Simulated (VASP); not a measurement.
BaS:

```
Ba S
1.0
     0.00000    3.19375    3.19375
     3.19375    0.00000    3.19375
     3.19375    3.19375    0.00000
Ba S
1 1
Direct
  0.00000 0.00000 0.00000
  0.50000 0.50000 0.50000
```

| Item | Value |
| --- | --- |
| Program | VASP 6.6.1 |
| Task | relaxation of cell and atoms |
| Functional | RPBE |
| Potentials or basis | VASP PAW PBE potentials, release 64 (Ba_sv, S) |
| Cutoff | 600 eV |
| k mesh | 7 × 7 × 7 |
| Occupations | fermi-dirac, width 0.05 eV |
| Spin | no spin polarisation |

At the start: pressure 3.0 GPa; volume 32.58 Å³/atom.

Where does the relaxation end?

Over 3 steps the energy falls by 21.0 meV/atom and the volume is 34.94 Å³/atom (+7.3 %); space group Fm-3m (No. 225, to 0.1 Å) before and after.

Step by step:
```csv
step,energy change (eV),largest force (eV/Å),pressure (GPa),volume (Å³)
1,0.0000,0.0000,3.03,65.15
2,-0.0396,0.0000,-0.62,71.13
3,-0.0420,0.0000,0.01,69.88
```

Final structure:
```xyz
2
Lattice="0.0000 3.2692 3.2692 3.2692 0.0000 3.2692 3.2692 3.2692 0.0000" Properties=species:S:1:pos:R:3 pbc="T T T"
Ba    0.0000    0.0000    0.0000
S     3.2692    3.2692    3.2692
```

Caveat: the PAW data sets were made with another functional, which shifts forces and pressure a little.
